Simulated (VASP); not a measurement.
Wanted: the native input for a VASP 6.6.1 run.

| Item | Value |
| --- | --- |
| Task | single point |
| Functional | PBEsol |
| Potentials or basis | VASP PAW PBE potentials, release 64 (Pd) |
| Cutoff | 520 eV |
| k mesh | 12 × 12 × 12 |
| Occupations | fermi-dirac, width 0.05 eV |
| Spin | no spin polarisation |
| Dipole correction | no |
| Further INCAR settings | ALGO = Normal; EDIFF = 1e-06; NBANDS = 11 |

The structure of Pd lies in POSCAR:

```
Pd
1.0
   -1.4854766732      1.4854766732      1.4854766732
    1.4854766732     -1.4854766732      1.4854766732
    1.4854766732      1.4854766732     -1.4854766732
Pd
1
Direct
    0.0000000000      0.0000000000      0.0000000000
```

These files were run (other wordings do the same):

INCAR

```
SYSTEM = Pd
PREC = Accurate ; ENCUT = 520
EDIFF = 1E-6 ; ISMEAR = -1
SIGMA = 0.05 ; LREAL = .False.
LASPH = .True. ; NELM = 80
ALGO = Normal ; ISIF = 2
LWAVE = .False. ; LCHARG = .False.
GGA = PS ; NBANDS = 11
```

KPOINTS

```
Automatic mesh
0
Gamma
  12 12 12
  0 0 0
```

Potentials or basis: VASP PAW PBE potentials, release 64 (Pd).

Run with:

```bash
$ cat potpaw_PBE.64/Pd/POTCAR > POTCAR
$ mpirun -np 1 vasp_std > vasp.out
```

It gave:

The pressure is 29.4 GPa and the band gap on the k mesh is zero (band 5 reaches 12.52 eV, above the bottom of band 6 at 10.43 eV).

Caveat: the PAW data sets were made with another functional, which shifts forces and pressure a little.

It took 19 s on 1 thread of AMD EPYC 7R13, with other jobs on the host, peak memory 0.1 GiB.
